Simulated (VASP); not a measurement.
Set up this calculation in VASP 6.6.1, as the native input.

| Property | Result |
| --- | --- |
| Task | single point |
| Functional | PBE |
| Potentials or basis | VASP PAW PBE potentials, release 64 (Mg, S) |
| Cutoff | 520 eV |
| k mesh | 6 × 6 × 2 |
| Occupations | gaussian, width 0.01 eV |
| Spin | no spin polarisation |
| Dipole correction | no |
| Further INCAR settings | ALGO = Normal; EDIFF = 1e-06; NBANDS = 16 |

The structure of MgS lies in POSCAR:

```
MgS
1.0
    3.6454348044      0.0000000000      0.0000000000
   -1.8227174022      3.1570391485      0.0000000000
    0.0000000000      0.0000000000      6.1473560942
Mg S
2 2
Direct
    0.0000000000      0.0000000000      0.0000000000
    0.0000000000      0.0000000000      0.5000000000
    0.3333333333      0.6666666667      0.2500000000
    0.6666666667      0.3333333333      0.7500000000
```

One way to write it, as run:

INCAR

```
PREC = Accurate ; ENCUT = 520
EDIFF = 1E-6 ; ISMEAR = 0
SIGMA = 0.01 ; LREAL = False
LASPH = True ; NELM = 80
ALGO = Normal ; ISIF = 2
LWAVE = False ; LCHARG = True
GGA = PE ; LELF = True
LVHAR = True ; NBANDS = 16
```

KPOINTS

```
Automatic mesh
0
Gamma
  6 6 2
```

Potentials or basis: VASP PAW PBE potentials, release 64 (Mg, S).

Run with:

```bash
$ cat potpaw_PBE.64/Mg/POTCAR potpaw_PBE.64/S/POTCAR > POTCAR
$ mpirun -np 1 vasp_std > vasp.out
```

It gave:

The pressure is 0.9 GPa and the band gap on the k mesh is 3.40 eV, indirect (least direct gap 3.53 eV).

Caveat: the k points lie up to 0.51 Å⁻¹ apart.

Run time: 7.6 s on 1 thread of Intel(R) Xeon(R) 6975P-C (Granite Rapids), on a shared host, peak memory 0.18 GiB.
